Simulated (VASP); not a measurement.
# TaMnN2 (P-4m2) in VASP: a series of runs

Runs on TaMnN2. Level: PBE. Tasks: single point, relaxation of cell and atoms.

Everything below comes from runs of VASP 6.6.1. Logs are shortened: lines on timing, memory, paths and dates and some standing lists are left out, and cuts for length are marked.

**1. The cell of the first run**

The structure is tetragonal, space group P-4m2 (No. 115). Conventional cell: a = 3.324 Å, b = 3.324 Å, c = 4.622 Å, α = 90.00°, β = 90.00°, γ = 90.00°. Within 2.6 Å of Ta (site symmetry -4m2) lie 4 N at 2.00 Å. Mn (site symmetry -4m2) has 4 N at 2.05 Å within 2.7 Å. N (site symmetry 2mm) has 2 Ta at 2.00 Å and 2 Mn at 2.05 Å within 2.6 Å.

The cell was built from a structure type or drawn by symmetry, and may not be a known phase.

**2. Single point, PBE, collinear spin, ferromagnetic start**

File INCAR:

```
PREC     = Accurate       # precision mode
ENCUT    = 520            # plane-wave cutoff, eV
EDIFF    = 1E-6           # SCF threshold, eV
ISMEAR   = 0              # smearing method
SIGMA    = 0.1            # smearing width, eV
LREAL    = False          # projectors in reciprocal space
LASPH    = True           # aspherical terms in the spheres
NELM     = 150            # most SCF steps
ALGO     = Normal         # electronic algorithm
ISIF     = 2              # what is computed and relaxed
LWAVE    = False          # write WAVECAR
LCHARG   = True           # write CHGCAR
ISPIN    = 2              # spin polarisation
MAGMOM   = 0 4 0 0        # initial moments
LORBIT   = 11             # projections on sites
LMAXMIX  = 4              # l up to which the mixer works
GGA      = PE             # functional
LELF     = True           # ELF
LVHAR    = True         
NBANDS   = 29             # bands
```

File KPOINTS:

```
Automatic mesh
0
Gamma
  6 6 4
```

File POSCAR:

```
TaMnN2
1.0
    3.3243240039      0.0000000000      0.0000000000
    0.0000000000      3.3243240039      0.0000000000
    0.0000000000      0.0000000000      4.6217857173
Ta Mn N
1 1 2
Direct
    0.0000000000      0.0000000000      0.5000000000
    0.5000000000      0.5000000000      0.0000000000
    0.5000000000      0.0000000000      0.2605426431
    0.0000000000      0.5000000000      0.7394573569
```

Potentials or basis: VASP PAW PBE potentials, release 64 (Ta_pv, Mn_pv, N).

Command:

```sh
$ cat potpaw_PBE.64/Ta_pv/POTCAR potpaw_PBE.64/Mn_pv/POTCAR potpaw_PBE.64/N/POTCAR > POTCAR
$ mpirun -np 1 vasp_std > vasp.out
```

OUTCAR:

```text
PREC = Accurate
   ENCUT = 520
   EDIFF = 1E-6
   ISMEAR = 0
   LREAL = False
   LASPH = True
   NELM = 150
   ISIF = 2
   ISPIN = 2
   LORBIT = 11
   GGA = PE

 ion  position               nearest neighbor table
   1  0.000  0.000  0.500-   3 2.00   4 2.00   4 2.00   3 2.00   2 3.30   2 3.30   2 3.30   2 3.30
                             2 3.30   2 3.30   2 3.30   2 3.30
   2  0.500  0.500  0.000-   3 2.05   4 2.05   3 2.05   4 2.05   1 3.30   1 3.30   1 3.30   1 3.30
                             1 3.30   1 3.30   1 3.30   1 3.30
   3  0.500  0.000  0.261-   1 2.00   1 2.00   2 2.05   2 2.05
   4  0.000  0.500  0.739-   1 2.00   1 2.00   2 2.05   2 2.05

  LATTYP: Found a simple tetragonal cell.
 ALAT       =     3.3243240039
 C/A-ratio  =     1.3902933986

  Lattice vectors:

 A1 = (   3.3243240039,   0.0000000000,   0.0000000000)
 A2 = (   0.0000000000,   3.3243240039,   0.0000000000)
 A3 = (   0.0000000000,   0.0000000000,   4.6217857173)

Analysis of symmetry for initial positions (statically):
=====================================================================
 Subroutine PRICEL returns:
 Original cell was already a primitive cell.

 Routine SETGRP: Setting up the symmetry group for a
 simple tetragonal supercell.

 Subroutine GETGRP returns: Found  8 space group operations
 (whereof  8 operations were pure point group operations)
 out of a pool of 16 trial point group operations.

The static configuration has the point symmetry D_2d.

Analysis of symmetry for dynamics (positions and initial velocities):
=====================================================================
 Subroutine PRICEL returns:
 Original cell was already a primitive cell.

 Routine SETGRP: Setting up the symmetry group for a
 simple tetragonal supercell.

 Subroutine GETGRP returns: Found  8 space group operations
 (whereof  8 operations were pure point group operations)
 out of a pool of 16 trial point group operations.

The dynamic configuration has the point symmetry D_2d.

Analysis of structural, dynamic, and magnetic symmetry:
=====================================================================
 Subroutine PRICEL returns:
 Original cell was already a primitive cell.

 Routine SETGRP: Setting up the symmetry group for a
 simple tetragonal supercell.

 Subroutine GETGRP returns: Found  8 space group operations
 (whereof  8 operations were pure point group operations)
 out of a pool of 16 trial point group operations.

The overall configuration has the point symmetry D_2d.

 Subroutine INISYM returns: Found  8 space group operations
 (whereof  8 operations are pure point group operations),
 and found     1 'primitive' translations

----------------------------------------------------------------------------------------

                                     Primitive cell

  volume of cell :      51.0760

  direct lattice vectors                    reciprocal lattice vectors
     3.324324004  0.000000000  0.000000000     0.300813037  0.000000000  0.000000000
     0.000000000  3.324324004  0.000000000     0.000000000  0.300813037  0.000000000
     0.000000000  0.000000000  4.621785717     0.000000000  0.000000000  0.216366587

  length of vectors
     3.324324004  3.324324004  4.621785717     0.300813037  0.300813037  0.216366587

  position of ions in fractional coordinates (direct lattice)
     0.000000000  0.000000000  0.500000000
     0.500000000  0.500000000  0.000000000
     0.500000000  0.000000000  0.260542643
     0.000000000  0.500000000  0.739457357

  ion indices of the primitive-cell ions
   primitive index   ion index
                 1           1
                 2           2
                 3           3
                 4           4

----------------------------------------------------------------------------------------

 KPOINTS: Automatic mesh

Automatic generation of k-mesh.
 Grid dimensions read from file:
 generate k-points for:    6    6    4

 Generating k-lattice:

  Cartesian coordinates                     Fractional coordinates (reciprocal lattice)
[... 55 lines left out ...]
      4     -29.2093      1.00000
      5     -29.0815      1.00000
      6     -29.0815      1.00000
[... 21 lines left out ...]
     28      18.1842      0.00000
     29      19.2107      0.00000

 k-point     2 :       0.1667    0.0000    0.0000
  band No.  band energies     occupation
      1     -43.6667      1.00000
      2     -43.5834      1.00000
      3     -43.5784      1.00000
      4     -29.2072      1.00000
      5     -29.1451      1.00000
      6     -29.0771      1.00000
[... 696 lines left out ...]
 k-point    24 :       0.5000    0.0000    0.5000
  band No.  band energies     occupation
      1     -43.6653      1.00000
      2     -43.5977      1.00000
      3     -43.5774      1.00000
      4     -29.3550      1.00000
      5     -29.1773      1.00000
      6     -29.0633      1.00000
[... 21 lines left out ...]
     28      15.0981      0.00000
     29      19.3520      0.00000

 [... further k-points ...]

 spin component 2

 k-point     1 :       0.0000    0.0000    0.0000
  band No.  band energies     occupation
      1     -39.7676      1.00000
      2     -39.7283      1.00000
      3     -39.7283      1.00000
      4     -29.2324      1.00000
      5     -29.0431      1.00000
      6     -29.0431      1.00000
[... 21 lines left out ...]
     28      18.9588      0.00000
     29      19.1824      0.00000

 k-point     2 :       0.1667    0.0000    0.0000
  band No.  band energies     occupation
      1     -39.7669      1.00000
      2     -39.7344      1.00000
      3     -39.7279      1.00000
      4     -29.2267      1.00000
      5     -29.1102      1.00000
      6     -29.0386      1.00000
[... 696 lines left out ...]
 k-point    24 :       0.5000    0.0000    0.5000
  band No.  band energies     occupation
      1     -39.7649      1.00000
      2     -39.7529      1.00000
      3     -39.7266      1.00000
      4     -29.3159      1.00000
      5     -29.2005      1.00000
      6     -29.0250      1.00000
[... 21 lines left out ...]
     28      15.5749      0.00000
     29      19.1326      0.00000

 [... further k-points ...]

------------------------ aborting loop because EDIFF is reached ----------------------------------------

  FORCE on cell =-STRESS in cart. coord.  units (eV):
  Direction    XX          YY          ZZ          XY          YZ          ZX
  --------------------------------------------------------------------------------------
  -------------------------------------------------------------------------------------
  Total        0.2106215      0.2106215      0.1584213      0.0000000      0.0000000      0.0000000
  in kB        6.6068841      6.6068841      4.9694424      0.0000000      0.0000000      0.0000000
  external PRESSURE =       6.0610702 kB  Pullay stress =       0.0000000 kB

 VOLUME and BASIS-vectors are now :
 -----------------------------------------------------------------------------
  energy-cutoff  :      520.00
  volume of cell :       51.08
      direct lattice vectors                 reciprocal lattice vectors
     3.324324004  0.000000000  0.000000000     0.300813037  0.000000000  0.000000000
     0.000000000  3.324324004  0.000000000     0.000000000  0.300813037  0.000000000
     0.000000000  0.000000000  4.621785717     0.000000000  0.000000000  0.216366587

 POSITION                                       TOTAL-FORCE (eV/Angst)
 -----------------------------------------------------------------------------------
      0.00000      0.00000      2.31089         0.000000      0.000000      0.000000
      1.66216      1.66216      0.00000         0.000000     -0.000000      0.000000
      1.66216      0.00000      1.20417        -0.000000      0.000000     -0.024931
      0.00000      1.66216      3.41761        -0.000000      0.000000      0.024931
 -----------------------------------------------------------------------------------
    total drift:                                0.000000      0.000000     -0.000000

  FREE ENERGIE OF THE ION-ELECTRON SYSTEM (eV)
  ---------------------------------------------------
  free  energy   TOTEN  =       -40.0012689279 eV

  energy  without entropy=      -39.9955114001  energy(sigma->0) =      -39.99839016

 total charge

# of ion       s       p       d       tot
------------------------------------------
    1        0.357   6.263   2.384   9.004
    2        0.263   6.275   5.030  11.567
    3        1.251   2.507   0.000   3.759
    4        1.251   2.507   0.000   3.759
--------------------------------------------------
tot          3.123  17.551   7.414  28.089

 magnetization (x)

# of ion       s       p       d       tot
------------------------------------------
    1        0.005  -0.010   0.033   0.028
    2        0.025   0.041   3.537   3.603
    3        0.002   0.025   0.000   0.027
    4        0.002   0.025   0.000   0.027
--------------------------------------------------
tot          0.035   0.080   3.570   3.685
```

Run time: 43 s. Hardware: 1 thread of Intel Xeon 6975P-C (Granite Rapids), shared host; peak memory 0.24 GiB.

Results:

```yaml
Free_energy: -40.0013 eV
Pressure: 0.6 GPa
Largest_force: 0.025 eV/Å
Net_moment: 3.80 μB per cell
Site_moments: Ta +0.03; Mn +3.60; N +0.03 μB
Valence_electrons_inside_the_program's_atomic_spheres: Ta 9.00; Mn 11.57; N 3.76
```

Forces on the atoms (eV/Å):
```
Ta   0.000  0.000  0.000
Mn   0.000  0.000  0.000
N    0.000  0.000 -0.025
N    0.000  0.000  0.025
```

Caveat: spin-orbit coupling is left out, which moves the levels of the heavy elements; a cell with one magnetic atom can't hold antiferromagnetic order, which such compounds often take. With open d or f shells a metallic result of PBE can be an artefact of self-interaction; +U or a hybrid may open a gap.

**3. Single point, PBE, collinear spin, ferromagnetic start**

This run uses another cell than the first one, of 13.08 Å³/atom.

File INCAR:

```
SYSTEM = TaMnN2
  PREC = Accurate
  ENCUT = 520
  EDIFF = 1E-6
  ISMEAR = 0
  SIGMA = 0.1
  LREAL = .False.
  LASPH = .True.
  NELM = 150
  ALGO = Normal
  ISIF = 2
  LWAVE = .False.
  LCHARG = .False.
  ISPIN = 2
  MAGMOM = 0 4 0 0
  LORBIT = 11
  LMAXMIX = 4
  GGA = PE
  NBANDS = 29
```

File KPOINTS:

```
regular mesh
0
Gamma
  6 6 4
  0 0 0
```

File POSCAR:

```
TaMnN2
1.0
    3.3073259700      0.0000000000      0.0000000000
    0.0000000000      3.3073259700      0.0000000000
    0.0000000000      0.0000000000      4.7833304200
Ta Mn N
1 1 2
Direct
    0.0000000000      0.0000000000      0.5000000000
    0.5000000000      0.5000000000      0.0000000000
    0.5000000000      0.0000000000      0.2764209500
    0.0000000000      0.5000000000      0.7235790500
```

Potentials or basis: VASP PAW PBE potentials, release 64 (Ta_pv, Mn_pv, N).

Command:

```sh
$ cat potpaw_PBE.64/Ta_pv/POTCAR potpaw_PBE.64/Mn_pv/POTCAR potpaw_PBE.64/N/POTCAR > POTCAR
$ mpirun -np 1 vasp_std > vasp.out
```

Run time: 42 s. Hardware: 1 thread of Intel Xeon 6975P-C (Granite Rapids), shared host; peak memory 0.24 GiB.

The run converged. Its results:

```
Free energy                                           : -39.9212 eV
Pressure                                              : 2.2 GPa
Largest force                                         : 1.070 eV/Å
Band gap on the k mesh                                : zero (filled and empty bands overlap)
Net moment                                            : 3.97 μB per cell
Site moments                                          : Ta -0.00; Mn +3.78; N +0.04 μB
Valence electrons inside the program's atomic spheres : Ta 9.08; Mn 11.48; N 3.77
```

Forces on the atoms (eV/Å):
```
Ta   0.000  0.000  0.000
Mn   0.000  0.000  0.000
N    0.000  0.000 -1.070
N    0.000  0.000  1.070
```

Stress tensor (GPa, compression positive):
```
 3.49  0.00  0.00
 0.00  3.49  0.00
 0.00  0.00 -0.46
```

Levels at points of the mesh, in eV from the Fermi level:
Spin up:
```
           k point  band 16  band 17  band 18  band 19  band 20  band 21  band 22  band 23
(0.00, 0.00, 0.00)    -2.33    -2.21    -0.56    -0.56     0.35     1.77     2.21     3.74
(0.50, 0.00, 0.00)    -2.01    -1.60    -1.24    -1.16     1.58     2.82     3.03     3.38
(0.50, 0.50, 0.00)    -2.35    -1.83    -1.79    -1.32     0.72     0.72     2.00     2.47
(0.00, 0.00, 0.50)    -2.21    -2.19     0.14     0.14     1.72     2.47     3.44     3.47
(0.50, 0.00, 0.50)    -2.04    -1.61    -0.91    -0.87     1.39     2.49     2.84     4.50
(0.50, 0.50, 0.50)    -2.55    -1.89    -1.82    -1.60     1.28     1.28     2.21     3.58
```
Spin down:
| k point | band 12 | band 13 | band 14 | band 15 | band 16 | band 17 | band 18 | band 19 |
| --- | --- | --- | --- | --- | --- | --- | --- | --- |
| (0.00, 0.00, 0.00) | -5.52 | -3.33 | -3.33 | -0.78 | 0.51 | 1.21 | 1.39 | 2.21 |
| (0.50, 0.00, 0.00) | -5.01 | -4.32 | -4.19 | 0.42 | 0.62 | 0.92 | 1.16 | 1.69 |
| (0.50, 0.50, 0.00) | -3.67 | -3.60 | -3.60 | -1.24 | -1.24 | 1.26 | 1.95 | 2.05 |
| (0.00, 0.00, 0.50) | -5.44 | -3.62 | -3.62 | -0.61 | 0.30 | 1.80 | 1.84 | 2.82 |
| (0.50, 0.00, 0.50) | -5.13 | -4.44 | -3.93 | 0.85 | 1.29 | 1.66 | 1.68 | 1.71 |
| (0.50, 0.50, 0.50) | -4.53 | -3.57 | -3.57 | -1.30 | -1.30 | 0.53 | 1.30 | 2.18 |

Caveat: spin-orbit coupling is left out, which moves the levels of the heavy elements; a cell with one magnetic atom can't hold antiferromagnetic order, which such compounds often take; forces of over 1 eV/Å act on the atoms, so gaps and moduli don't describe the material at rest. With open d or f shells a metallic result of PBE can be an artefact of self-interaction; +U or a hybrid may open a gap.

**4. Relaxation of cell and atoms, PBE, collinear spin, ferromagnetic start**

This run uses another cell than the first one, of 13.08 Å³/atom.

File INCAR:

```
PREC     = Accurate       # precision mode
ENCUT    = 600            # plane-wave cutoff, eV
EDIFF    = 1E-6           # SCF threshold, eV
ISMEAR   = 0              # smearing method
SIGMA    = 0.1            # smearing width, eV
LREAL    = F              # projectors in reciprocal space
LASPH    = T              # aspherical terms in the spheres
NELM     = 150            # most SCF steps
ALGO     = Normal         # electronic algorithm
ISIF     = 3              # what is computed and relaxed
LWAVE    = F              # write WAVECAR
LCHARG   = F              # write CHGCAR
ISPIN    = 2              # spin polarisation
MAGMOM   = 0 4 0 0        # initial moments
LORBIT   = 11             # projections on sites
LMAXMIX  = 4              # l up to which the mixer works
GGA      = PE             # functional
IBRION   = 2              # ionic algorithm
NSW      = 90             # ionic steps
EDIFFG   = -0.04          # ionic threshold
```

File KPOINTS:

```
Automatic mesh
0
Gamma
  6 6 4
```

POSCAR is that of step 3.

Command:

```sh
$ cat potpaw_PBE.64/Ta_pv/POTCAR potpaw_PBE.64/Mn_pv/POTCAR potpaw_PBE.64/N/POTCAR > POTCAR
$ mpirun -np 1 vasp_std > vasp.out
```

Wall time 3.3 min (1 thread of Intel Xeon 6975P-C (Granite Rapids), shared host); peak memory 0.26 GiB.

It converged, with:

```yaml
Free_energy: -40.0062 eV
Relaxed_volume: 12.79 Å³/atom
Relaxed_cell: a = 3.326 Å, b = 3.326 Å, c = 4.625 Å, α = 90.00°, β = 90.00°, γ = 90.00°
Space_group_after_relaxing_to_0.1_Å: P-4m2 (No. 115)
Energy_gained_by_relaxing: 20.5 meV/atom
Ionic_steps: 9
Pressure_after_relaxing: 0.1 GPa
Largest_force_after_relaxing: 0.027 eV/Å
Net_moment: 3.80 μB per cell
Site_moments: Ta +0.03; Mn +3.60; N +0.03 μB
Valence_electrons_inside_the_program's_atomic_spheres: Ta 9.00; Mn 11.57; N 3.75
```

Forces in eV/Å, atoms in the order of the input:
```
Ta   0.000  0.000  0.000
Mn   0.000  0.000  0.000
N    0.000  0.000  0.027
N    0.000  0.000 -0.027
```

Stress tensor (GPa, compression positive):
```
 0.12  0.00  0.00
 0.00  0.12  0.00
 0.00  0.00 -0.08
```

The path:
```csv
step,energy change (eV),largest force (eV/Å),pressure (GPa),volume (Å³)
1,0.0000,1.0689,2.09,52.32
2,-0.0348,0.1760,-6.27,53.62
3,-0.0456,0.2138,-3.63,53.18
4,-0.0784,0.0693,-0.35,51.57
5,-0.0797,0.0270,1.12,50.92
6,-0.0801,0.0441,0.68,51.12
7,-0.0812,0.0986,-0.46,51.26
8,-0.0813,0.0638,-0.20,51.23
9,-0.0818,0.0271,0.05,51.16
```

Final structure:
```
Ta Mn N
1.0
     3.32580    0.00000    0.00000
     0.00000    3.32580    0.00000
     0.00000    0.00000    4.62499
Ta Mn N
1 1 2
Direct
  0.00000 0.00000 0.50000
  0.50000 0.50000 0.00000
  0.50000 0.00000 0.26011
  0.00000 0.50000 0.73989
```

Levels at points of the mesh, in eV from the Fermi level:
Spin up:
```tsv
k point	band 16	band 17	band 18	band 19	band 20	band 21	band 22	band 23
(0.00, 0.00, 0.00)	-2.24	-2.14	-0.28	-0.28	0.48	1.72	1.98	3.54
(0.50, 0.00, 0.00)	-2.12	-1.46	-1.14	-0.80	1.69	2.60	3.00	3.31
(0.50, 0.50, 0.00)	-2.54	-1.90	-1.51	-1.12	0.87	0.87	2.02	2.19
(0.00, 0.00, 0.50)	-2.21	-1.89	0.49	0.49	1.65	2.50	3.36	3.65
(0.50, 0.00, 0.50)	-1.89	-1.49	-0.59	-0.55	1.48	2.21	2.77	4.49
(0.50, 0.50, 0.50)	-2.70	-1.93	-1.80	-1.58	1.35	1.35	2.27	3.47
```
Spin down:
```csv
k point,band 13,band 14,band 15,band 16,band 17,band 18
"(0.00, 0.00, 0.00)",-3.63,-3.63,-0.95,0.59,1.18,1.29
"(0.50, 0.00, 0.00)",-4.51,-4.38,0.43,0.48,0.82,0.95
"(0.50, 0.50, 0.00)",-3.68,-3.68,-1.32,-1.32,1.54,1.88
"(0.00, 0.00, 0.50)",-3.95,-3.95,-0.55,0.21,1.59,1.80
"(0.50, 0.00, 0.50)",-4.65,-4.12,0.96,1.33,1.52,1.60
"(0.50, 0.50, 0.50)",-3.62,-3.62,-1.41,-1.41,0.69,0.87
```

Caveat: spin-orbit coupling is left out, which moves the levels of the heavy elements; a cell with one magnetic atom can't hold antiferromagnetic order, which such compounds often take.

**5. Summary**

```csv
task,cell,cutoff (eV),gap on the mesh (eV),pressure (GPa),moment (μB),largest force (eV/Å)
single point,"a = 3.324, b = 3.324, c = 4.622 Å, 4 atoms, atomic positions A",520,none,0.6,3.80,0.02
single point,"a = 3.307, b = 3.307, c = 4.783 Å, 4 atoms, atomic positions B",520,none,2.2,3.97,1.07
relaxation of cell and atoms,"relaxed from a = 3.307, b = 3.307, c = 4.783 Å, 4 atoms, atomic positions B",600,none,0.1,3.80,0.03
```

Alike in all rows: level PBE; potentials or basis VASP PAW PBE potentials, release 64 (Ta_pv, Mn_pv, N); spin collinear, ferromagnetic start; k mesh 6 × 6 × 4; smearing gaussian 0.1 eV.

Caveats: spin-orbit coupling is left out, which moves the levels of the heavy elements; a cell with one magnetic atom can't hold antiferromagnetic order, which such compounds often take; forces of over 1 eV/Å act on the atoms, so gaps and moduli don't describe the material at rest (at least some runs).

Total energies depend on the potentials used, so only differences within one code and one set of settings carry meaning.
